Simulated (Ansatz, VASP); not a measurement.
**Hf7SiO16: VASP beside Ansatz**

```
Si Hf O
1.0
     0.00000    5.11500    5.11500
     5.11500    0.00000    5.11500
     5.11500    5.11500    0.00000
Si Hf O
1 7 16
Direct
  0.00000 0.00000 0.00000
  0.00000 0.00000 0.50000
  0.00000 0.50000 0.00000
  0.00000 0.50000 0.50000
  0.50000 0.00000 0.00000
  0.50000 0.00000 0.50000
  0.50000 0.50000 0.00000
  0.50000 0.50000 0.50000
  0.12000 0.12000 0.12000
  0.12000 0.12000 0.64001
  0.12000 0.64001 0.12000
  0.12143 0.62619 0.62619
  0.64001 0.12000 0.12000
  0.62619 0.12143 0.62619
  0.62619 0.62619 0.12143
  0.62619 0.62619 0.62619
  0.37381 0.37381 0.37381
  0.37381 0.37381 0.87857
  0.37381 0.87857 0.37381
  0.35999 0.88000 0.88000
  0.87857 0.37381 0.37381
  0.88000 0.35999 0.88000
  0.88000 0.88000 0.35999
  0.88000 0.88000 0.88000
```

Alike in both runs: task electric field gradients; functional r2SCAN; k mesh 3 × 3 × 3; occupations fermi-dirac, width 0.01 eV; no spin polarisation.

|  | VASP | Ansatz |
| --- | --- | --- |
| version | VASP 6.6.1 | Ansatz 0.2.0 |
| potentials or method | VASP PAW PBE potentials, release 64 (Si, Hf_pv, O) | plane-wave PAW, scalar-relativistic |
| plane-wave cutoff (eV) | 520 | 500 |
| valence electrons in the cell | 170 | 282 |

Ansatz gave:

* gap on the k mesh at the Fermi level (eV): 2.07
* pressure (GPa): -15.4
* rms of the force components (eV/Å): 0.000
* size of Vzz on the site where it differs most (V/Å²): 43.3

Problem. What did VASP give for the same quantities?

Solution. gap on the k mesh at the Fermi level (eV): 2.09; pressure (GPa): -18.4; rms of the force components (eV/Å): 0.041; size of Vzz on the site where it differs most (V/Å²): 32.2.

VASP's potentials were made for PBE, not for r2SCAN. Atom by atom the forces differ by 0.041 eV/Å (rms over components). VASP's potentials hold 170 valence electrons a cell and Ansatz's 282, so a difference there can come from the potentials and not from the codes.

Spin-orbit coupling is off throughout.
